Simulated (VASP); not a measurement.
A run of VASP 6.6.1 is set up as follows.

The input INCAR:

```
SYSTEM = TiCo2
ALGO     = Normal         ! electronic algorithm
EDIFF    = 1E-6           ! SCF threshold, eV
ENCUT    = 520            ! plane-wave cutoff, eV
GGA      = PS             ! functional
ISIF     = 2              ! what is computed and relaxed
ISMEAR   = 0              ! smearing method
ISPIN    = 2              ! spin polarisation
LASPH    = .TRUE.         ! aspherical terms in the spheres
LCHARG   = .TRUE.         ! write CHGCAR
LELF     = .TRUE.         ! ELF
LMAXMIX  = 4              ! l up to which the mixer works
LORBIT   = 11             ! projections on sites
LREAL    = .FALSE.        ! projectors in reciprocal space
LVHAR    = .TRUE.       
LWAVE    = .FALSE.        ! write WAVECAR
MAGMOM   = -0.31 -0.31 0.82 0.82 0.82 0.82 ! initial moments
NBANDS   = 43             ! bands
NELM     = 150            ! most SCF steps
PREC     = Accurate       ! precision mode
SIGMA    = 0.1            ! smearing width, eV
```

File KPOINTS:

```
k-points
0
G
  14 14 14
  0 0 0
```

The input POSCAR:

```
TiCo2
1.0
    0.0000000000      3.3520000000      3.3520000000
    3.3520000000      0.0000000000      3.3520000000
    3.3520000000      3.3520000000      0.0000000000
Ti Co
2 4
Direct
    0.5000000000      0.5000000000      0.5000000000
    0.7500000000      0.7500000000      0.7500000000
    0.1250000000      0.1250000000      0.1250000000
    0.6250000000      0.1250000000      0.1250000000
    0.1250000000      0.1250000000      0.6250000000
    0.1250000000      0.6250000000      0.1250000000
```

Potentials or basis: VASP PAW PBE potentials, release 64 (Ti_sv, Co).

Run with:

```console
$ cat potpaw_PBE.64/Ti_sv/POTCAR potpaw_PBE.64/Co/POTCAR > POTCAR
$ mpirun -np 1 vasp_std > vasp.out
```

(1) Predict the site moments.

(2) What does it give for the pressure?

(3) What does it give for the net moment?

Answers

(1) Ti -0.06; Co +0.18 μB.

(2) -19.3 GPa.

(3) 0.51 μB per cell.

Caveat: the cell stands under tension; the PAW data sets were made with another functional, which shifts forces and pressure a little.
